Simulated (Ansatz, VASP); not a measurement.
**Mo: VASP beside Ansatz**

File INCAR:

```
SYSTEM = Mo
PREC = Accurate ; ENCUT = 520
EDIFF = 1E-6 ; ISMEAR = 0
SIGMA = 0.15 ; LREAL = .FALSE.
LASPH = .TRUE. ; NELM = 100
ALGO = Fast ; ISIF = 2
LWAVE = .FALSE. ; LCHARG = .FALSE.
GGA = PE ; NBANDS = 13
```

The input KPOINTS:

```
regular mesh
0
G
  22 22 22
  0 0 0
```

Contents of POSCAR:

```
Mo
1.0
   -0.9770879057      1.7037825142      1.7037825142
    1.7037825142     -0.9770879057      1.7037825142
    1.7037825142      1.7037825142     -0.9770879057
Mo
1
Direct
    0.0000000000      0.0000000000      0.0000000000
```

Input for Ansatz:

```yaml
crystal:
  lattice:
    - [-0.9770879057, 1.7037825142, 1.7037825142]
    - [1.7037825142, -0.9770879057, 1.7037825142]
    - [1.7037825142, 1.7037825142, -0.9770879057]
  atoms:
    - { symbol: Mo, position: [0.0, 0.0, 0.0] }
basis:
  ecutwfc: 420
kpoints:
  mp_grid: { grid: [22, 22, 22] }
hamiltonian:
  xc: pbe
  pseudopotentials: { kind: paw, azcp: { folder: soft_1 } }
scf:
  occupations: { method: gaussian, width: 0.15 }
output:
  forces: true
  stress: true
  eigenvalues: true
```

Alike in both runs: task single point; functional PBE; k mesh 22 × 22 × 22; occupations gaussian, width 0.15 eV; no spin polarisation.

|  | VASP | Ansatz |
| --- | --- | --- |
| version | VASP 6.6.1 | Ansatz 0.2.0 |
| potentials or method | VASP PAW PBE potentials, release 64 (Mo_sv), cutoff 520 eV | scalar-relativistic, plane waves, PAW |
| valence electrons in the cell | 14 | 14 |

VASP gave:

| Item | Value |
| --- | --- |
| gap on the k mesh at the Fermi level (eV) | none |
| pressure (GPa) | 0.5 |
| traceless stress, the component that is largest in VASP (GPa) | -5.59 |

Problem. Estimate Ansatz's values.

Solution. gap on the k mesh at the Fermi level (eV): none; pressure (GPa): 0.0; traceless stress, the component that is largest in VASP (GPa): -5.59.

A gap of «none» marks a metal or a gap that the smearing closes. With one functional, cell and mesh, what is left measures potentials, basis and numerics.
